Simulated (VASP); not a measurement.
Set up this calculation in VASP 6.6.1, as the native input.

| Property | Result |
| --- | --- |
| Task | single point |
| Functional | PBEsol |
| Potentials or basis | VASP PAW PBE potentials, release 64 (Ru_pv) |
| Cutoff | 520 eV |
| k mesh | 21 × 21 × 12 |
| Occupations | gaussian, width 0.15 eV |
| Spin | no spin polarisation |
| Dipole correction | no |
| Further INCAR settings | ALGO = Fast; EDIFF = 1e-06; NBANDS = 21 |

The structure of Ru lies in POSCAR:

```
Ru
1.0
    2.5891585762      0.0000000000      0.0000000000
   -1.2945792881      2.2422771014      0.0000000000
    0.0000000000      0.0000000000      4.2951551620
Ru
2
Direct
    0.3333333333      0.6666666667      0.2500000000
    0.6666666667      0.3333333333      0.7500000000
```

This cell differs from its parent crystal: volume 12.468 Å^3 an atom, c/a of the conventional cell 1.6589.

The input as run:

INCAR

```
SYSTEM = Ru
PREC = Accurate
ENCUT = 520
EDIFF = 1E-6
ISMEAR = 0
SIGMA = 0.15
LREAL = .False.
LASPH = .True.
NELM = 60
ALGO = Fast
ISIF = 2
LWAVE = .False.
LCHARG = .False.
GGA = PS
NBANDS = 21
```

KPOINTS

```
regular mesh
0
Gamma
  21 21 12
  0 0 0
```

Potentials or basis: VASP PAW PBE potentials, release 64 (Ru_pv).

The run is started by

```bash
$ cat potpaw_PBE.64/Ru_pv/POTCAR > POTCAR
$ mpirun -np 1 vasp_std > vasp.out
```

Results of the run:

The pressure is 27.3 GPa and the band gap on the k mesh is zero (band 14 reaches 16.28 eV, above the bottom of band 15 at 12.62 eV).

Caveat: the PAW data sets were made with another functional, which shifts forces and pressure a little.

It took 72 s on 1 thread of Intel(R) Xeon(R) 6975P-C (Granite Rapids), on a shared host, peak memory 0.24 GiB.
